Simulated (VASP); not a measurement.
Wanted: the native input for a VASP 6.6.1 run.

* Task: single point
* Functional: PBE
* Potentials or basis: VASP PAW PBE potentials, release 64 (Hf_pv, O)
* Cutoff: 520 eV
* k mesh: 2 × 2 × 2, shifted
* Occupations: gaussian, width 0.02 eV
* Spin: no spin polarisation
* Dipole correction: no
* Further INCAR settings: LREAL = Auto; ALGO = Normal; EDIFF = 1e-06; NBANDS = 106

The structure of HfO2 lies in POSCAR:

```
HfO2
1.0
    4.2678165505      0.0000000000      5.2715618527
   -5.1609167955      5.2121152647      0.0053389046
   -5.1609167955     -5.2121152647      0.0053389046
Hf O
8 16
Direct
    0.7083729902      0.9448509598      0.4877877365
    0.7083729902      0.4448509598      0.9877877365
    0.7916270098      0.0122122635      0.0551490402
    0.7916270098      0.5122122635      0.5551490402
    0.2916270098      0.5551490402      0.0122122635
    0.2916270098      0.0551490402      0.5122122635
    0.2083729902      0.4877877365      0.4448509598
    0.2083729902      0.9877877365      0.9448509598
    0.9766468631      0.1351251347      0.3923385057
    0.9766468631      0.6351251347      0.8923385057
    0.5233531369      0.6076614943      0.3648748653
    0.5233531369      0.1076614943      0.8648748653
    0.0233531369      0.3648748653      0.1076614943
    0.0233531369      0.8648748653      0.6076614943
    0.4766468631      0.8923385057      0.1351251347
    0.4766468631      0.3923385057      0.6351251347
    0.3484179355      0.8049726207      0.4763247184
    0.3484179355      0.3049726207      0.9763247184
    0.1515820645      0.5236752816      0.6950273793
    0.1515820645      0.0236752816      0.1950273793
    0.6515820645      0.6950273793      0.0236752816
    0.6515820645      0.1950273793      0.5236752816
    0.8484179355      0.9763247184      0.8049726207
    0.8484179355      0.4763247184      0.3049726207
```

These files were run (other wordings do the same):

INCAR

```
PREC = Accurate
ENCUT = 520
EDIFF = 1E-6
ISMEAR = 0
SIGMA = 0.02
LREAL = Auto
LASPH = T
NELM = 100
ALGO = Normal
ISIF = 2
LWAVE = F
LCHARG = F
GGA = PE
NBANDS = 106
```

KPOINTS

```
Automatic mesh
0
Gamma
  2 2 2
  0.5 0.5 0.5
```

Potentials or basis: VASP PAW PBE potentials, release 64 (Hf_pv, O).

The run is started by

```bash
$ cat potpaw_PBE.64/Hf_pv/POTCAR potpaw_PBE.64/O/POTCAR > POTCAR
$ mpirun -np 1 vasp_std > vasp.out
```

It gave:

```json
{"Pressure": "-3.0 GPa", "Largest force": "0.076 eV/Å", "Band gap on the k mesh": "4.27 eV"}
```

Caveat: the k points lie up to 0.60 Å⁻¹ apart; spin-orbit coupling is left out, which moves the levels of the heavy elements.

Wall time 2 min on 1 thread of AMD EPYC 9R45 96-Core Processor (Zen 5), on a shared host, peak memory 0.37 GiB.
